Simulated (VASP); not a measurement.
A run of VASP 6.6.1 is set up as follows.

INCAR

```
SYSTEM = C
PREC = Accurate ; ENCUT = 520
EDIFF = 1E-8 ; ISMEAR = -1
SIGMA = 0.03 ; LREAL = .False.
LASPH = .True. ; NELM = 80
ALGO = Normal ; ISIF = 2
LWAVE = .False. ; LCHARG = .False.
GGA = PE ; LEFG = .True.
NBANDS = 11
```

Contents of KPOINTS:

```
regular mesh
0
Gamma
  24 24 24
  0 0 0
```

Contents of POSCAR:

```
C
1.0
    1.2280263465      0.7090013417      3.3470108394
   -1.2280263465      0.7090013417      3.3470108394
    0.0000000000     -1.4180026834      3.3470108394
C
2
Direct
    0.1640000000      0.1640000000      0.1640000000
    0.8360000000      0.8360000000      0.8360000000
```

Potentials or basis: VASP PAW PBE potentials, release 64 (C).

Command:

```console
$ cat potpaw_PBE.64/C/POTCAR > POTCAR
$ mpirun -np 1 vasp_std > vasp.out
```

Problem. Estimate the band gap on the k mesh.

Solution. 0.58 eV, direct.

Problem. Predict the pressure.

Solution. 4.8 GPa.

Problem. Predict the largest force.

Solution. 0.867 eV/Å.

Forces on the atoms (eV/Å):
```
C    0.000  0.000  0.867
C    0.000  0.000 -0.867
```

Caveat: without QUAD_EFG the Cq values of the log hold for a quadrupole moment of 1 mb, not for the nuclei. A k mesh can miss the band edges.
